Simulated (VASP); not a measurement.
Set up this calculation in VASP 6.6.1, as the native input.

```
Task                   : single point
Functional             : PBE
Potentials or basis    : VASP PAW PBE potentials, release 64 (In_d, Ga_d, As)
Cutoff                 : 520 eV
k mesh                 : 12 × 12 × 2
Occupations            : gaussian, width 0.1 eV
Spin                   : no spin polarisation
Dipole correction      : no
Further INCAR settings : ALGO = Normal; EDIFF = 1e-06; NBANDS = 66
```

The structure of In5GaAs6 lies in POSCAR:

```
In5GaAs6
1.0
    4.3245454144      0.0000000000      0.0000000000
   -2.1622727072      3.7451661887      0.0000000000
    0.0000000000      0.0000000000     21.2129573257
In Ga As
5 1 6
Direct
    0.0000000000      0.0000000000      0.0000993343
    0.3333333333      0.6666666667      0.8306262033
    0.6666666667      0.3333333333      0.6611699225
    0.3333333333      0.6666666667      0.3390857868
    0.6666666667      0.3333333333      0.1695592822
    0.0000000000      0.0000000000      0.5004590633
    0.3333333333      0.6666666667      0.9566419444
    0.6666666667      0.3333333333      0.7871986028
    0.0000000000      0.0000000000      0.6179281702
    0.3333333333      0.6666666667      0.4656068857
    0.6666666667      0.3333333333      0.2955244705
    0.0000000000      0.0000000000      0.1261003339
```

These files were run (other wordings do the same):

INCAR

```
SYSTEM = In5GaAs6
PREC = Accurate
ENCUT = 520
EDIFF = 1E-6
ISMEAR = 0
SIGMA = 0.1
LREAL = .FALSE.
LASPH = .TRUE.
NELM = 80
ALGO = Normal
ISIF = 2
LWAVE = .FALSE.
LCHARG = .FALSE.
GGA = PE
NBANDS = 66
```

KPOINTS

```
regular mesh
0
G
  12 12 2
  0 0 0
```

Potentials or basis: VASP PAW PBE potentials, release 64 (In_d, Ga_d, As).

Command:

```bash
$ cat potpaw_PBE.64/In_d/POTCAR potpaw_PBE.64/Ga_d/POTCAR potpaw_PBE.64/As/POTCAR > POTCAR
$ mpirun -np 1 vasp_std > vasp.out
```

Results of the run:

```yaml
Pressure: 0.1 GPa
Largest_force: 0.007 eV/Å
Band_gap_on_the_k_mesh: zero (filled and empty bands touch)
```

Caveat: semilocal functionals underestimate gaps, and a narrow one can read as zero; spin-orbit coupling is left out, which moves the levels of the heavy elements.

Run time: 9 min on 1 thread of Intel(R) Xeon(R) 6975P-C (Granite Rapids), with other jobs on the host, peak memory 0.85 GiB.
